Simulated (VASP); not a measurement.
# TiGeSe4 (P-3m1) in VASP: further runs, part 2 of 2

VASP 6.6.1.

### Step 3. Single point, PBE

This run uses another cell than the first one: it holds 6 atoms, not 12.

Contents of INCAR:

```
  PREC = Accurate
  ENCUT = 520
  EDIFF = 1E-6
  ISMEAR = 0
  SIGMA = 0.1
  LREAL = F
  LASPH = T
  NELM = 60
  ALGO = Normal
  ISIF = 2
  LWAVE = F
  LCHARG = F
  GGA = PE
  NBANDS = 34
```

Contents of KPOINTS:

```
Automatic mesh
0
Gamma
  12 12 4
```

Contents of POSCAR:

```
TiGeSe4
1.0
    3.5920929913      0.0000000000      0.0000000000
   -1.7960464957      3.1108437832      0.0000000000
    0.0000000000      0.0000000000     13.5435127897
Ti Ge Se
1 1 4
Direct
    0.0000000000      0.0000000000      0.0000000000
    0.0000000000      0.0000000000      0.5000000000
    0.6666666667      0.3333333333      0.8873459542
    0.6666666667      0.3333333333      0.3873331841
    0.3333333333      0.6666666667      0.6126668159
    0.3333333333      0.6666666667      0.1126540458
```

Potentials or basis: VASP PAW PBE potentials, release 64 (Ti_sv, Ge_d, Se).

Launch:

```console
$ cat potpaw_PBE.64/Ti_sv/POTCAR potpaw_PBE.64/Ge_d/POTCAR potpaw_PBE.64/Se/POTCAR > POTCAR
$ mpirun -np 1 vasp_std > vasp.out
```

OUTCAR:

```text
PREC = Accurate
   ENCUT = 520
   EDIFF = 1E-6
   ISMEAR = 0
   LREAL = F
   LASPH = T
   NELM = 60
   ISIF = 2
   GGA = PE

 ion  position               nearest neighbor table
   1  0.000  0.000  0.000-   3 2.57   6 2.57   3 2.57   6 2.57   3 2.57   6 2.57
   2  0.000  0.000  0.500-   4 2.57   5 2.57   4 2.57   5 2.57   4 2.57   5 2.57
   3  0.667  0.333  0.887-   1 2.57   1 2.57   1 2.57
   4  0.667  0.333  0.387-   2 2.57   2 2.57   2 2.57
   5  0.333  0.667  0.613-   2 2.57   2 2.57   2 2.57
   6  0.333  0.667  0.113-   1 2.57   1 2.57   1 2.57

  LATTYP: Found a hexagonal cell.
 ALAT       =     3.5920929913
 C/A-ratio  =     3.7703680897

  Lattice vectors:

 A1 = (   3.5920929913,   0.0000000000,   0.0000000000)
 A2 = (  -1.7960464957,   3.1108437832,   0.0000000000)
 A3 = (   0.0000000000,   0.0000000000,  13.5435127897)

Analysis of symmetry for initial positions (statically):
=====================================================================
 Subroutine PRICEL returns:
 Original cell was already a primitive cell.

 Routine SETGRP: Setting up the symmetry group for a
 hexagonal supercell.

 Subroutine GETGRP returns: Found 12 space group operations
 (whereof 12 operations were pure point group operations)
 out of a pool of 24 trial point group operations.

The static configuration has the point symmetry D_3d.

Analysis of symmetry for dynamics (positions and initial velocities):
=====================================================================
 Subroutine PRICEL returns:
 Original cell was already a primitive cell.

 Routine SETGRP: Setting up the symmetry group for a
 hexagonal supercell.

 Subroutine GETGRP returns: Found 12 space group operations
 (whereof 12 operations were pure point group operations)
 out of a pool of 24 trial point group operations.

The dynamic configuration has the point symmetry D_3d.

 Subroutine INISYM returns: Found 12 space group operations
 (whereof 12 operations are pure point group operations),
 and found     1 'primitive' translations

----------------------------------------------------------------------------------------

                                     Primitive cell

  volume of cell :     151.3412

  direct lattice vectors                    reciprocal lattice vectors
     3.592092991  0.000000000  0.000000000     0.278389229  0.160728097  0.000000000
    -1.796046496  3.110843783  0.000000000     0.000000000  0.321456193  0.000000000
     0.000000000  0.000000000 13.543512790     0.000000000  0.000000000  0.073836088

  length of vectors
     3.592092991  3.592092991 13.543512790     0.321456193  0.321456193  0.073836088

  position of ions in fractional coordinates (direct lattice)
     0.000000000  0.000000000  0.000000000
     0.000000000  0.000000000  0.500000000
     0.666666667  0.333333333  0.887345954
     0.666666667  0.333333333  0.387333184
     0.333333333  0.666666667  0.612666816
     0.333333333  0.666666667  0.112654046

  ion indices of the primitive-cell ions
   primitive index   ion index
                 1           1
                 2           2
                 3           3
                 4           4
                 5           5
                 6           6

[... 21 lines left out ...]
 Subroutine IBZKPT returns following result:
 ===========================================

 Found     69 irreducible k-points:

 Following reciprocal coordinates:
            Coordinates               Weight
  0.000000  0.000000  0.000000      1.000000
  0.083333 -0.000000  0.000000      6.000000
  0.166667  0.000000  0.000000      6.000000
  0.250000 -0.000000  0.000000      6.000000
  0.333333 -0.000000  0.000000      6.000000
  0.416667 -0.000000  0.000000      6.000000
[... 16 lines left out ...]
  0.166667  0.000000  0.250000      6.000000
  0.000000  0.166667  0.250000      6.000000
 [... further k-points ...]
   k-points           NKPTS =     69   k-points in BZ     NKDIM =     69   number of bands    NBANDS=     34
   number of dos      NEDOS =    301   number of ions     NIONS =      6
   total plane-waves  NPLWV =  84672
   dimension x,y,z NGX =    28 NGY =   28 NGZ =  108
   dimension x,y,z NGXF=    56 NGYF=   56 NGZF=  216
   ions per type =               1   1   4
   NGX,Y,Z   is equivalent  to a cutoff of  12.96, 12.96, 13.26 a.u.
   NGXF,Y,Z  is equivalent  to a cutoff of  25.92, 25.92, 26.51 a.u.
 SYSTEM =  unknown system
   PREC   = accura    normal or accurate (medium, high low for compatibility)
   ISTART =      0    job   : 0-new  1-cont  2-samecut
   ICHARG =      2    charge: 1-file 2-atom 10-const
   ISPIN  =      1    spin polarized calculation?
   LNONCOLLINEAR =      F non collinear calculations
   LSORBIT =      F    spin-orbit coupling
   LASPH  =      T    aspherical Exc in radial PAW
   ENCUT  =  520.0 eV  38.22 Ry    6.18 a.u.   6.68  6.68 25.18*2*pi/ulx,y,z
   NELM   =     60;   NELMIN=  2; NELMDL= -5     # of ELM steps
   EDIFF  = 0.1E-05   stopping-criterion for ELM
   LREAL  =      F    real-space projection
   EDIFFG = 0.1E-04   stopping-criterion for IOM
   NSW    =      0    number of steps for IOM
   IBRION =     -1    ionic relax: 0-MD 1-quasi-New 2-CG
   NFREE  =      0    steps in history (QN), initial steepest desc. (CG)
   ISIF   =      2    stress and relaxation
   ISYM   =      2    0-nonsym 1-usesym 2-fastsym
   POTIM  = 0.5000    time-step for ionic-motion
   TEBEG  =    0.0;   TEEND  =   0.0 temperature during run
   PSTRESS=    0.0 pullay stress
   NELECT =      50.0000    total number of electrons
   NUPDOWN=      -1.0000    fix difference up-down
   EMIN   =  10.00;   EMAX   =-10.00  energy-range for DOS
   EFERMI =   0.00;   METHOD = LEGACY
   ISMEAR =     0;   SIGMA  =   0.10  broadening in eV -4-tet -1-fermi 0-gaus
   EFERMI_NEDOS =   21; number of points for ismear=-14 and -15
   IALGO  =     38    algorithm
   IMIX   =      4    mixing-type and parameters
     AMIX     =   0.40;   BMIX     =  1.00
     AMIX_MAG =   1.60;   BMIX_MAG =  1.00
  volume/ion in A,a.u.               =      25.22       170.22
  Fermi-wavevector in a.u.,A,eV,Ry     =   1.131738  2.138674 17.426755  1.280830
  Thomas-Fermi vector in A             =   2.268437
   LORBIT       =      0    0 simple, 1 ext, 2 COOP (PROOUT), +10 PAW based schemes
   GGA     = PE    functional components
   LHFCALC =     F    Hartree Fock is set to
   AEXX    =    0.0000 exact exchange contribution
   IVDW    =     0    specifies the selected vdW correction
   LEPSILON=     F    determine dielectric tensor
   LRPA    =     F    only Hartree local field effects (RPA)
 non-spin polarized calculation
 Gauss-broadening in eV      SIGMA  =   0.10
  energy-cutoff  :      520.00
  volume of cell :      151.34
 maximum number of plane-waves:      4119
 NGX is ok and might be reduce to    28

 number of electron      49.9999977 magnetization

 Free energy of the ion-electron system (eV)
  ---------------------------------------------------
  ext. energy  EPLUGINS =         0.00000000
  ---------------------------------------------------
  free energy    TOTEN  =       -30.09949811 eV

  energy without entropy =      -30.09136884  energy(sigma->0) =      -30.09543348

 E-fermi :   3.1255     XC(G=0):  -9.1226

 val. band max:        3.0970812264   @ k =   0.0833  -0.0000   0.0000
 cond. band min:       3.1546304797   @ k =   0.0000   0.4167   0.2500
 fundamental gap:      0.0575492534
 Fermi energy:         3.1254893174

 k-point     1 :       0.0000    0.0000    0.0000
  band No.  band energies     occupation
      1     -54.5681      2.00000
      2     -30.7866      2.00000
      3     -30.7699      2.00000
      4     -30.7699      2.00000
      5     -21.6852      2.00000
      6     -21.6852      2.00000
[... 877 lines left out ...]
     33       7.7936      0.00000
     34       8.2167      0.00000

 [... further k-points ...]
[... 5 lines left out ...]
  --------------------------------------------------------------------------------------
  -------------------------------------------------------------------------------------
  Total        0.0913312      0.0913312      0.1342169     -0.0000000     -0.0000000      0.0000000
  in kB        0.9668797      0.9668797      1.4208905     -0.0000000     -0.0000000      0.0000000
  external PRESSURE =       1.1182166 kB  Pullay stress =       0.0000000 kB

 VOLUME and BASIS-vectors are now :
 -----------------------------------------------------------------------------
  energy-cutoff  :      520.00
  volume of cell :      151.34
      direct lattice vectors                 reciprocal lattice vectors
     3.592092991  0.000000000  0.000000000     0.278389229  0.160728097  0.000000000
    -1.796046496  3.110843783  0.000000000     0.000000000  0.321456193  0.000000000
     0.000000000  0.000000000 13.543512790     0.000000000  0.000000000  0.073836088

 POSITION                                       TOTAL-FORCE (eV/Angst)
 -----------------------------------------------------------------------------------
      0.00000      0.00000      0.00000         0.000000      0.000000      0.000000
      0.00000      0.00000      6.77176         0.000000      0.000000      0.000000
      1.79605      1.03695     12.01778         0.000000      0.000000     -0.018654
      1.79605      1.03695      5.24585        -0.000000      0.000000     -0.024249
     -0.00000      2.07390      8.29766        -0.000000      0.000000      0.024249
     -0.00000      2.07390      1.52573         0.000000     -0.000000      0.018654
 -----------------------------------------------------------------------------------
    total drift:                               -0.000000     -0.000000      0.000000

  FREE ENERGIE OF THE ION-ELECTRON SYSTEM (eV)
  ---------------------------------------------------
  free  energy   TOTEN  =       -30.0994981113 eV

  energy  without entropy=      -30.0913688398  energy(sigma->0) =      -30.09543348
```

stdout:

```text
POSCAR found type information on POSCAR TiGeSe
 POSCAR found :  3 types and       6 ions
 scaLAPACK will be used
 LDA part: xc-table for (Slater+PW92), standard interpolation
 POSCAR, INCAR and KPOINTS ok, starting setup
 FFT: planning ... GRIDC
 FFT: planning ... GRID_SOFT
 FFT: planning ... GRID
 WAVECAR not read
 entering main loop
```

Wall time 8.7 min (1 thread of Intel Xeon 6975P-C, shared host); peak memory 0.52 GiB.

Results:

| Property | Result |
| --- | --- |
| Free energy | -30.0995 eV |
| Pressure | 0.1 GPa |
| Largest force | 0.024 eV/Å |
| Band gap on the k mesh | zero (band 25 reaches 3.52 eV, above the bottom of band 26 at 2.95 eV) |

Forces in eV/Å, atoms in the order of the input:
```
Ti   0.000  0.000  0.000
Ge   0.000  0.000  0.000
Se   0.000  0.000 -0.019
Se   0.000  0.000 -0.024
Se   0.000  0.000  0.024
Se   0.000  0.000  0.019
```

Caveat: this functional lacks dispersion, which binds the layers, so the pressure and a relaxed spacing across them are unreliable.

### Step 4. Single point, PBE

This run uses another cell than the first one: it holds 6 atoms, not 12.

Contents of INCAR:

```
SYSTEM = TiGeSe4
  ALGO = Normal
  EDIFF = 1E-6
  ENCUT = 520
  GGA = PE
  ISIF = 2
  ISMEAR = 0
  LASPH = .True.
  LCHARG = .False.
  LREAL = .False.
  LWAVE = .False.
  NBANDS = 34
  NELM = 60
  PREC = Accurate
  SIGMA = 0.1
```

Contents of KPOINTS:

```
k-points
0
Gamma
  12 12 4
  0 0 0
```

POSCAR is that of step 3.

Launch:

```console
$ cat potpaw_PBE.64/Ti_sv/POTCAR potpaw_PBE.64/Ge_d/POTCAR potpaw_PBE.64/Se/POTCAR > POTCAR
$ mpirun -np 1 vasp_std > vasp.out
```

Run time: 10 min. Hardware: 1 thread of Intel Xeon 6975P-C, shared host; peak memory 0.52 GiB.

The run converged. Its results:

| Item | Value |
| --- | --- |
| Free energy | -30.0995 eV |
| Pressure | 0.1 GPa |
| Largest force | 0.024 eV/Å |
| Band gap on the k mesh | zero (band 25 reaches 3.52 eV, above the bottom of band 26 at 2.95 eV) |

Forces in eV/Å, atoms in the order of the input:
```
Ti   0.000  0.000  0.000
Ge   0.000  0.000  0.000
Se   0.000  0.000 -0.019
Se   0.000  0.000 -0.024
Se   0.000  0.000  0.024
Se   0.000  0.000  0.019
```

Levels at points of the mesh, in eV from the Fermi level:
```
           k point  band 22  band 23  band 24  band 25  band 26  band 27  band 28  band 29
(0.00, 0.00, 0.00)    -0.15    -0.15     0.40     0.40     0.45     0.45     0.76     1.41
(0.50, 0.00, 0.00)    -1.72    -1.29    -1.11    -0.57    -0.17     0.15     1.27     1.61
(0.00, 0.00, 0.50)    -0.15    -0.15     0.40     0.40     0.45     0.45     0.96     1.40
(0.50, 0.00, 0.50)    -1.82    -1.26    -1.11    -0.56    -0.07     0.08     1.27     1.61
```

Caveat: this functional lacks dispersion, which binds the layers, so the pressure and a relaxed spacing across them are unreliable.
